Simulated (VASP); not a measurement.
# SiC: single point with PBE

The system is SiC, a slab with vacuum.

```
Si C
1.0
     6.19387    0.00000    0.00000
     0.00000    8.75946    0.00000
     0.00000    0.00000   26.29947
Si C
20 20
Direct
  0.25000 0.75000 0.30419
  0.25000 0.25000 0.30419
  0.75000 0.75000 0.30419
  0.75000 0.25000 0.30419
  0.50000 0.50000 0.36307
  0.50000 0.00000 0.36307
  0.00000 0.50000 0.36307
  0.00000 0.00000 0.36307
  0.74930 0.24652 0.42182
  0.74889 0.74572 0.42075
  0.24928 0.24618 0.42165
  0.25242 0.74605 0.42099
  0.00057 0.99770 0.48198
  0.99883 0.49733 0.48086
  0.50127 0.00159 0.48370
  0.50004 0.49731 0.48306
  0.24985 0.72558 0.53034
  0.25095 0.22225 0.53245
  0.74075 0.72832 0.52958
  0.76033 0.23275 0.53568
  0.50000 0.12500 0.30419
  0.50000 0.62500 0.30419
  0.00000 0.12500 0.30419
  0.00000 0.62500 0.30419
  0.75000 0.87500 0.36307
  0.75000 0.37500 0.36307
  0.25000 0.87500 0.36307
  0.25000 0.37500 0.36307
  0.00101 0.62370 0.42243
  0.99917 0.12242 0.42206
  0.50060 0.62099 0.42260
  0.49913 0.12240 0.42267
  0.24890 0.37610 0.48224
  0.25031 0.87519 0.48088
  0.75081 0.37556 0.48138
  0.74956 0.87595 0.48020
  0.50670 0.13024 0.53995
  0.49627 0.62675 0.54040
  0.00363 0.11961 0.53786
  0.99285 0.62735 0.54020
```

```json
{
  "Program": "VASP 6.6.1",
  "Task": "single point",
  "Functional": "PBE",
  "Potentials or basis": "VASP PAW PBE potentials, release 64 (Si, C)",
  "Cutoff": "520 eV",
  "k mesh": "3 × 2 × 1",
  "Occupations": "gaussian, width 0.05 eV",
  "Spin": "no spin polarisation"
}
```

The largest force is 3.344 eV/Å and the band gap on the k mesh is 0.01 eV.

Forces in eV/Å, atoms in the order of the input:
```
Si   0.005 -2.885  1.621
Si  -0.009 -2.914  1.641
Si   0.004 -2.883  1.600
Si   0.010 -2.902  1.641
Si   0.012  0.203 -0.902
Si  -0.028  0.398 -0.778
Si   0.034  0.311 -0.908
Si  -0.018  0.325 -0.934
Si  -0.055 -0.207 -0.024
Si   0.088  0.016  0.168
Si   0.065 -0.029  0.047
Si  -0.092  0.012  0.162
Si  -0.134 -0.341 -0.260
Si   0.028  0.629  1.233
Si   0.048 -0.248 -0.242
Si  -0.068  0.200  0.304
Si  -1.022 -0.564  0.098
Si   0.244  0.118 -0.604
Si   1.001 -0.765  0.294
Si  -0.523 -0.863 -1.345
C   -0.001  1.874 -0.386
C   -0.009  1.893 -0.396
C    0.000  1.877 -0.413
C   -0.009  1.900 -0.410
C   -0.013  0.728 -0.449
C   -0.009  0.735 -0.236
C    0.045  0.726 -0.405
C   -0.025  0.744 -0.261
C   -0.006 -0.107 -0.376
C    0.002  0.024  0.112
C    0.020 -0.002 -0.092
C    0.006  0.076 -0.010
C    0.047 -0.219 -0.081
C    0.246  0.426 -0.011
C   -0.004  0.001  0.267
C   -0.181  0.398 -0.061
C    0.146  0.233  0.265
C    0.005 -0.097 -0.187
C   -0.112  0.950  0.946
C    0.261  0.231 -0.625
```

Levels at points of the mesh, in eV from the valence-band top:
| k point | band 76 | band 77 | band 78 | band 79 | band 80 | band 81 | band 82 | band 83 | band 84 | band 85 |
| --- | --- | --- | --- | --- | --- | --- | --- | --- | --- | --- |
| (0.00, 0.00, 0.00) | -0.54 | -0.50 | -0.47 | -0.14 | -0.01 | 0.01 | 0.08 | 0.29 | 0.58 | 0.97 |
| (0.00, 0.50, 0.00) | -0.63 | -0.40 | -0.37 | -0.01 | 0.00 | 0.14 | 0.19 | 0.60 | 0.86 | 0.95 |

Wall time 20 min on 1 thread of Oxide Virtual Turin-like Processor, with other jobs on the host, peak memory 1.3 GiB.

Caveat: the smearing spreads over this small gap; semilocal functionals underestimate gaps, and a narrow one can read as zero.
